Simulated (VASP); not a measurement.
Runs of VASP 6.6.1 on Se. The structure is that of space group P3_121 (No. 152), or close to it. The cells are those of the table. 

| task | cell | gap on the mesh (eV) | pressure (GPa) | largest force (eV/Å) |
| --- | --- | --- | --- | --- |
| single point | a = 4.366, b = 4.366, c = 4.805 Å, angles 90.0, 90.0, 120.0°, 3 atoms | 1.25 | (b) | 0.84 |
| single point | a = 4.454, b = 4.454, c = 4.954 Å, angles 90.0, 90.0, 120.0°, 3 atoms | 1.31 | 1.0 | 0.05 |
| single point | a = 4.279, b = 4.279, c = 4.954 Å, angles 90.0, 90.0, 120.0°, 3 atoms | 1.32 | 5.1 | (a) |
| electric field gradients | a = 4.454, b = 4.454, c = 4.954 Å, angles 90.0, 90.0, 120.0°, 3 atoms | 1.31 | 1.0 | 0.05 |
| single point | a = 4.497, b = 4.497, c = 4.954 Å, angles 90.0, 90.0, 120.0°, 3 atoms | (c) | 0.2 | 0.13 |

Alike in all rows: level PBE; potentials or basis VASP PAW PBE potentials, release 64 (Se); no spin polarisation; k mesh 6 × 6 × 5; cutoff (eV) 520; smearing fermi-dirac 0.03 eV.

Task: Fill in the values left out.

Result: (a) 0.83; (b) 5.7; (c) 1.30.

A k mesh can miss the band edges, and the runs leave out spin-orbit coupling on Se.
